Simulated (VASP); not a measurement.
Wanted: the native input for a VASP 6.6.1 run.

```
Task                   : single point
Functional             : PBE
Potentials or basis    : VASP PAW PBE potentials, release 64 (Li_sv, Zr_sv, N)
Cutoff                 : 520 eV
k mesh                 : 12 × 12 × 6
Occupations            : gaussian, width 0.1 eV
Spin                   : no spin polarisation
Dipole correction      : no
Further INCAR settings : ALGO = Normal; EDIFF = 1e-06; NBANDS = 24
```

The structure of Li3ZrN2 lies in POSCAR:

```
Li3ZrN2
1.0
    3.3085449275      0.0000000000      0.0000000000
   -1.6542724638      2.8652839568      0.0000000000
    0.0000000000      0.0000000000      5.7379111118
Li Zr N
3 1 2
Direct
    0.0000000000      0.0000000000      0.5000000000
    0.3333333333      0.6666666667      0.6646792199
    0.6666666667      0.3333333333      0.3353207801
    0.0000000000      0.0000000000      0.0000000000
    0.6666666667      0.3333333333      0.7499902209
    0.3333333333      0.6666666667      0.2500097791
```

These files were run (other wordings do the same):

INCAR

```
SYSTEM = Li3ZrN2
ALGO = Normal
EDIFF = 1E-6
ENCUT = 520
GGA = PE
ISIF = 2
ISMEAR = 0
LASPH = .True.
LCHARG = .False.
LREAL = .False.
LWAVE = .False.
NBANDS = 24
NELM = 80
PREC = Accurate
SIGMA = 0.1
```

KPOINTS

```
k-points
0
Gamma
  12 12 6
  0 0 0
```

Potentials or basis: VASP PAW PBE potentials, release 64 (Li_sv, Zr_sv, N).

Launch:

```bash
$ cat potpaw_PBE.64/Li_sv/POTCAR potpaw_PBE.64/Zr_sv/POTCAR potpaw_PBE.64/N/POTCAR > POTCAR
$ mpirun -np 1 vasp_std > vasp.out
```

It gave:

```json
{
  "Largest force": "0.014 eV/Å"
}
```

It took 2 min on 1 thread of Intel(R) Xeon(R) Platinum 8259CL CPU @ 2.50GHz (Skylake/Cascade Lake) (shared host), peak memory 0.26 GiB.
